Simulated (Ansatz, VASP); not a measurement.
## One calculation of Ga2O3, two programs

```xyz
10
Lattice="2.5265 1.4587 4.5413 -2.5265 1.4587 4.5413 0.0000 -2.9174 4.5413" Properties=species:S:1:pos:R:3 pbc="T T T"
Ga    0.0000    0.0000    4.8489
Ga    0.0000    0.0000    1.9631
Ga    0.0000    0.0000    8.7751
Ga    0.0000    0.0000   11.6609
O    -0.9952    1.4587    7.9473
O    -0.7657   -1.5912    7.9473
O     1.7608    0.1325    7.9473
O     0.9952   -1.4587    5.6767
O     0.7657    1.5912    5.6767
O    -1.7608   -0.1325    5.6767
```

Alike in both runs: functional PBE; k mesh 6 × 6 × 6; occupations gaussian, width 0.1 eV; no spin polarisation.

Ansatz relaxed the structure, and its values are those at the end. VASP's run is a single point on that final structure, the one shown.

|  | VASP | Ansatz |
| --- | --- | --- |
| version | VASP 6.6.1 | Ansatz 0.2.0 |
| potentials or method | VASP PAW PBE potentials, release 64 (Ga_d, O), cutoff 600 eV | scalar-relativistic, plane waves, PAW |
| valence electrons in the cell | 88 | 88 |

```tsv
	VASP	Ansatz	Ansatz less VASP
gap on the k mesh at the Fermi level (eV)	2.41	2.42	+0.008
least direct gap on the mesh (eV)	2.64	2.65	+0.007
pressure (GPa)	1.1	0.4	-0.70
rms of the force components (eV/Å)	0.002	0.005	+0.0037
```

With one functional, cell and mesh, what is left measures potentials, basis and numerics.
